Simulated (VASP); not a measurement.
# SiC (F-43m) in VASP: settings compared, part 2 of 2

VASP 6.6.1. The steps go on from the part before.

**3. Density of states, PBE**

This run uses another cell than the first one, of 10.27 Å³/atom, 0.952 times its volume.

Input file POSCAR:

```
SiC
1.0
    0.0000000000      2.1740000000      2.1740000000
    2.1740000000      0.0000000000      2.1740000000
    2.1740000000      2.1740000000      0.0000000000
Si C
1 1
Direct
    0.0000000000      0.0000000000      0.0000000000
    0.7500000000      0.7500000000      0.7500000000
```

Input file INCAR.step1:

```
SYSTEM = SiC
PREC = Accurate
ENCUT = 520
EDIFF = 1E-6
ISMEAR = -1
SIGMA = 0.05
LREAL = .False.
LASPH = .True.
NELM = 60
ALGO = Normal
ISIF = 2
LWAVE = .False.
LCHARG = .True.
GGA = PE
NBANDS = 11
```

Input file KPOINTS.step1:

```
Automatic mesh
0
Gamma
  16 16 16
  0 0 0
```

Input file INCAR.step2:

```
SYSTEM = SiC
PREC = Accurate
ENCUT = 520
EDIFF = 1E-6
ISMEAR = -5
SIGMA = 0.05
LREAL = .False.
LASPH = .True.
NELM = 60
ALGO = Normal
ISIF = 2
LWAVE = .False.
LCHARG = .False.
GGA = PE
LORBIT = 11
NBANDS = 11
NEDOS = 1001
ICHARG = 11
```

Input file KPOINTS.step2:

```
Automatic mesh
0
Gamma
  24 24 24
  0 0 0
```

Potentials or basis: VASP PAW PBE potentials, release 64 (Si, C).

Run with:

```
$ cat potpaw_PBE.64/Si/POTCAR potpaw_PBE.64/C/POTCAR > POTCAR
$ cp INCAR.step1 INCAR
$ cp KPOINTS.step1 KPOINTS
$ mpirun -np 1 vasp_std > vasp.out
$ cp INCAR.step2 INCAR
$ cp KPOINTS.step2 KPOINTS
$ mpirun -np 1 vasp_std > vasp.out
```

OUTCAR:

```text
SYSTEM = SiC
   PREC = Accurate
   ENCUT = 520
   EDIFF = 1E-6
   ISMEAR = -5
   LREAL = .False.
   LASPH = .True.
   NELM = 60
   ISIF = 2
   GGA = PE
   LORBIT = 11
   ICHARG = 11

 ion  position               nearest neighbor table
   1  0.000  0.000  0.000-   2 1.88   2 1.88   2 1.88   2 1.88
   2  0.750  0.750  0.750-   1 1.88   1 1.88   1 1.88   1 1.88

  LATTYP: Found a face centered cubic cell.
 ALAT       =     4.3480000000

  Lattice vectors:

 A1 = (   0.0000000000,   2.1740000000,   2.1740000000)
 A2 = (   2.1740000000,   0.0000000000,   2.1740000000)
 A3 = (   2.1740000000,   2.1740000000,   0.0000000000)

Analysis of symmetry for initial positions (statically):
=====================================================================
 Subroutine PRICEL returns:
 Original cell was already a primitive cell.

 Routine SETGRP: Setting up the symmetry group for a
 face centered cubic supercell.

 Subroutine GETGRP returns: Found 24 space group operations
 (whereof 24 operations were pure point group operations)
 out of a pool of 48 trial point group operations.

[... 492 lines left out ...]
 k-point    24 :       0.4583    0.0417    0.0000
  band No.  band energies     occupation
      1      -3.9271      2.00000
      2       0.0089      2.00000
      3       7.0494      2.00000
      4       7.0594      2.00000
      5      13.8011      0.00000
      6      15.3085      0.00000
      7      15.6458      0.00000
      8      18.4462      0.00000
      9      23.8428      0.00000
     10      24.7947      0.00000
     11      25.2823      0.00000

 [... further k-points ...]

------------------------ aborting loop because EDIFF is reached ----------------------------------------

  FORCE on cell =-STRESS in cart. coord.  units (eV):
  Direction    XX          YY          ZZ          XY          YZ          ZX
  --------------------------------------------------------------------------------------
  -------------------------------------------------------------------------------------
  Total        0.6131073      0.6131073      0.6131073      0.0000000      0.0000000      0.0000000
  in kB       47.8011653     47.8011653     47.8011653      0.0000000      0.0000000      0.0000000
  external PRESSURE =      47.8011653 kB  Pullay stress =       0.0000000 kB

 VOLUME and BASIS-vectors are now :
 -----------------------------------------------------------------------------
  energy-cutoff  :      520.00
  volume of cell :       20.55
      direct lattice vectors                 reciprocal lattice vectors
     0.000000000  2.174000000  2.174000000    -0.229990800  0.229990800  0.229990800
     2.174000000  0.000000000  2.174000000     0.229990800 -0.229990800  0.229990800
     2.174000000  2.174000000  0.000000000     0.229990800  0.229990800 -0.229990800

 POSITION                                       TOTAL-FORCE (eV/Angst)
 -----------------------------------------------------------------------------------
      0.00000      0.00000      0.00000        -0.000000     -0.000000     -0.000000
      3.26100      3.26100      3.26100         0.000000      0.000000      0.000000
 -----------------------------------------------------------------------------------
    total drift:                               -0.000000     -0.000000     -0.000000

  FREE ENERGIE OF THE ION-ELECTRON SYSTEM (eV)
  ---------------------------------------------------
  free  energy   TOTEN  =       -15.0542842467 eV

  energy  without entropy=      -15.0542842467  energy(sigma->0) =      -15.05428425

 total charge

# of ion       s       p       d       tot
------------------------------------------
    1        0.708   0.977   0.000   1.685
    2        0.838   1.715   0.000   2.554
--------------------------------------------------
tot          1.546   2.693   0.000   4.239
```

OUTCAR.step1:

```text
SYSTEM = SiC
   PREC = Accurate
   ENCUT = 520
   EDIFF = 1E-6
   ISMEAR = -1
   LREAL = .False.
[... 557 lines left out ...]
      0.00000      0.00000      0.00000        -0.000000     -0.000000     -0.000000
      3.26100      3.26100      3.26100         0.000000      0.000000      0.000000
 -----------------------------------------------------------------------------------
    total drift:                               -0.000000     -0.000000     -0.000000

  FREE ENERGIE OF THE ION-ELECTRON SYSTEM (eV)
  ---------------------------------------------------
  free  energy   TOTEN  =       -15.0542866852 eV

  energy  without entropy=      -15.0542866770  energy(sigma->0) =      -15.05428668
```

Run time: 25 s. Hardware: 1 thread of Intel Xeon Platinum 8559C (Emerald Rapids), shared host; peak memory 0.2 GiB.

Results:

| Quantity | Value |
| --- | --- |
| Valence electrons inside the program's atomic spheres | Si 1.69; C 2.55 |

Levels at points of the mesh, in eV from the valence-band top:
```tsv
k point	band 2	band 3	band 4	band 5	band 6	band 7
(0.00, 0.00, 0.00)	0.00	0.00	0.00	6.31	7.36	7.36
(0.50, 0.00, 0.00)	-8.57	-1.05	-1.05	5.50	7.26	7.26
(0.50, 0.50, 0.00)	-7.82	-3.20	-3.20	1.35	4.35	14.12
```

**4. Electric field gradients, LDA**

This run uses another cell than the first one, of 10.27 Å³/atom, 0.952 times its volume.

Input file INCAR:

```
SYSTEM = SiC
PREC     = Accurate       ! precision mode
ENCUT    = 520            ! plane-wave cutoff, eV
EDIFF    = 1E-8           ! SCF threshold, eV
ISMEAR   = -1             ! smearing method
SIGMA    = 0.05           ! smearing width, eV
LREAL    = .FALSE.        ! projectors in reciprocal space
LASPH    = .TRUE.         ! aspherical terms in the spheres
NELM     = 80             ! most SCF steps
ALGO     = Normal         ! electronic algorithm
ISIF     = 2              ! what is computed and relaxed
LWAVE    = .FALSE.        ! write WAVECAR
LCHARG   = .FALSE.        ! write CHGCAR
LEFG     = .TRUE.       
ISYM     = 0            
NBANDS   = 11             ! bands
```

Input file KPOINTS:

```
Automatic mesh
0
G
  16 16 16
  0 0 0
```

POSCAR is that of step 3.

Potentials or basis: VASP PAW LDA potentials, release 64 (Si, C).

Run with:

```
$ cat potpaw_LDA.64/Si/POTCAR potpaw_LDA.64/C/POTCAR > POTCAR
$ mpirun -np 1 vasp_std > vasp.out
```

OUTCAR:

```text
SYSTEM = SiC
   PREC = Accurate
   ENCUT = 520
   EDIFF = 1E-8
   ISMEAR = -1
   LREAL = .FALSE.
   LASPH = .TRUE.
   NELM = 80
   ISIF = 2
   ISYM = 0

 ion  position               nearest neighbor table
   1  0.000  0.000  0.000-   2 1.88   2 1.88   2 1.88   2 1.88
   2  0.750  0.750  0.750-   1 1.88   1 1.88   1 1.88   1 1.88

IMPORTANT INFORMATION: All symmetrisations will be switched off!
NOSYMM: (Re-)initialisation of all symmetry stuff for point group C_1.

----------------------------------------------------------------------------------------

[... 513 lines left out ...]

  energy  without entropy=      -16.6409636373  energy(sigma->0) =      -16.64096364

 Electric field gradients (V/A^2)
---------------------------------------------------------------------
 ion       V_xx      V_yy      V_zz      V_xy      V_xz      V_yz
---------------------------------------------------------------------
   1       0.000    -0.000    -0.000     0.000     0.000     0.000
   2      -0.000     0.000    -0.000     0.000     0.000     0.000
---------------------------------------------------------------------

 Electric field gradients after diagonalization (V/A^2)
 (convention: |V_zz| > |V_xx| > |V_yy|)
----------------------------------------------------------------------
 ion       V_xx      V_yy      V_zz     asymmetry (V_yy - V_xx)/ V_zz
----------------------------------------------------------------------
   1      -0.000    -0.000     0.000       0.017
   2      -0.000    -0.000     0.000       0.003
----------------------------------------------------------------------

           NMR quadrupolar parameters

 Cq : quadrupolar parameter    Cq=e*Q*V_zz/h
 eta: asymmetry parameters     (V_yy - V_xx)/ V_zz
 Q  : nuclear electric quadrupole moment in mb (millibarn)
----------------------------------------------------------------------
 ion       Cq(MHz)       eta       Q (mb)
----------------------------------------------------------------------
   1       0.000       0.017       1.000
   2       0.000       0.003       1.000
----------------------------------------------------------------------
```

It took 6.6 min on 1 thread of Intel Xeon 8259CL, shared host; peak memory 0.51 GiB.

Results:

```
Free energy            : -16.6410 eV
Pressure               : -2.5 GPa
Band gap on the k mesh : 1.30 eV, indirect (least direct gap 4.51 eV)
```

Caveat: without QUAD_EFG the Cq values of the log hold for a quadrupole moment of 1 mb, not for the nuclei.

**5. Summary**

```csv
task,level,potentials or basis,cell,k mesh for the DOS,occupations for the DOS,gap on the mesh (eV),pressure (GPa)
electric field gradients,PBE,"VASP PAW PBE potentials, release 64 (Si, C)","a = 3.125 Å, angles 60.0°, 2 atoms",-,-,1.39,-5.5
density of states,PBE,"VASP PAW PBE potentials, release 64 (Si, C)","a = 3.075 Å, angles 60.0°, 2 atoms",24 × 24 × 24,tetrahedron,-,-
electric field gradients,LDA,"VASP PAW LDA potentials, release 64 (Si, C)","a = 3.075 Å, angles 60.0°, 2 atoms",-,-,1.30,-2.5
```

Alike in all rows: no spin polarisation; k mesh 16 × 16 × 16; cutoff (eV) 520; smearing fermi-dirac 0.05 eV.

Total energies depend on the potentials used, so only differences within one code and one set of settings carry meaning.

**6. Comparison with measurements**

Step 4. A measured gap of SiC is 2.4 eV (indirect; quoted in “Insight into the structural, elastic and electronic properties of a new orthorhombic 6O-SiC polytype”, 2020, pmc:7200658); the calculated 1.30 eV misses it by -1.10 eV. The value is that of LDA on a finite k mesh, which can miss the band edges, without temperature or zero-point motion. Semilocal functionals fall short of measured gaps as a rule.
